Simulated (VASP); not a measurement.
## CaHN: single point with LDA

Crystal: CaHN.

```
Ca H N
1.0
    -1.78725    1.78725    2.87639
     1.78725   -1.78725    2.87639
     1.78725    1.78725   -2.87639
Ca H N
1 1 1
Direct
  0.05172 0.05172 0.00000
  0.63994 0.63994 0.00000
  0.45835 0.45835 0.00000
```

- Program: VASP 6.6.1
- Task: single point
- Functional: LDA
- Potentials or basis: VASP PAW LDA potentials, release 64 (Ca_sv, H, N)
- Cutoff: 520 eV
- k mesh: 8 × 8 × 8
- Occupations: gaussian, width 0.01 eV
- Spin: no spin polarisation

```json
{"Pressure": "-7.3 GPa", "Largest force": "0.211 eV/Å", "Band gap on the k mesh": "1.89 eV, direct"}
```

Forces on the atoms (eV/Å):
```
Ca   0.000  0.000  0.211
H    0.000  0.000 -0.069
N    0.000  0.000 -0.142
```

Stress tensor (GPa, compression positive):
```
-7.07  0.00  0.00
 0.00 -7.07  0.00
 0.00  0.00 -7.75
```

Levels at points of the mesh, in eV from the valence-band top:
```
           k point  band 4  band 5  band 6  band 7  band 8  band 9  band 10  band 11  band 12  band 13
(0.00, 0.00, 0.00)  -19.83  -13.89   -3.53    0.00    0.00    1.89     4.17     5.21     5.21     5.23
(0.50, 0.00, 0.00)  -19.84  -13.10   -4.75   -2.00   -0.82    4.00     5.46     6.37     6.66     7.80
(0.50, 0.50, 0.00)  -20.00  -13.47   -3.76   -1.57   -1.04    3.10     4.13     6.61     6.71     7.56
(0.50, 0.50, 0.50)  -19.90  -13.47   -4.79   -0.17   -0.17    2.65     4.38     6.72     6.99     7.06
```

Run time: 34 s on 1 thread of Intel(R) Xeon(R) Platinum 8375C CPU @ 2.90GHz (Ice Lake), on a shared host, peak memory 0.17 GiB.

A hybrid or GW would open this gap; LDA tends to underestimate it.
